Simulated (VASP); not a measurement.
Here is a VASP 6.6.1 calculation.

File INCAR:

```
SYSTEM = PbO
PREC = Accurate
ENCUT = 520
EDIFF = 1E-6
ISMEAR = 0
SIGMA = 0.01
LREAL = .FALSE.
LASPH = .TRUE.
NELM = 100
ALGO = Normal
ISIF = 2
LWAVE = .FALSE.
LCHARG = .TRUE.
GGA = PS
LELF = .TRUE.
LVHAR = .TRUE.
NBANDS = 17
```

Contents of KPOINTS:

```
Automatic mesh
0
G
  6 6 6
  0 0 0
```

POSCAR

```
PbO
1.0
    0.0000000000      2.6065174968      2.6065174968
    2.6065174968      0.0000000000      2.6065174968
    2.6065174968      2.6065174968      0.0000000000
Pb O
1 1
Direct
    0.0000000000      0.0000000000      0.0000000000
    0.5000000000      0.5000000000      0.5000000000
```

Potentials or basis: VASP PAW PBE potentials, release 64 (Pb_d, O).

The run is started by

```bash
$ cat potpaw_PBE.64/Pb_d/POTCAR potpaw_PBE.64/O/POTCAR > POTCAR
$ mpirun -np 1 vasp_std > vasp.out
```

Problem. Predict the pressure.

Solution. -2.1 GPa.

Problem. Estimate the band gap on the k mesh.

Solution. 0.65 eV, direct.

Caveat: the PAW data sets were made with another functional, which shifts forces and pressure a little; spin-orbit coupling is left out, which moves the levels of the heavy elements. A k mesh can miss the band edges.
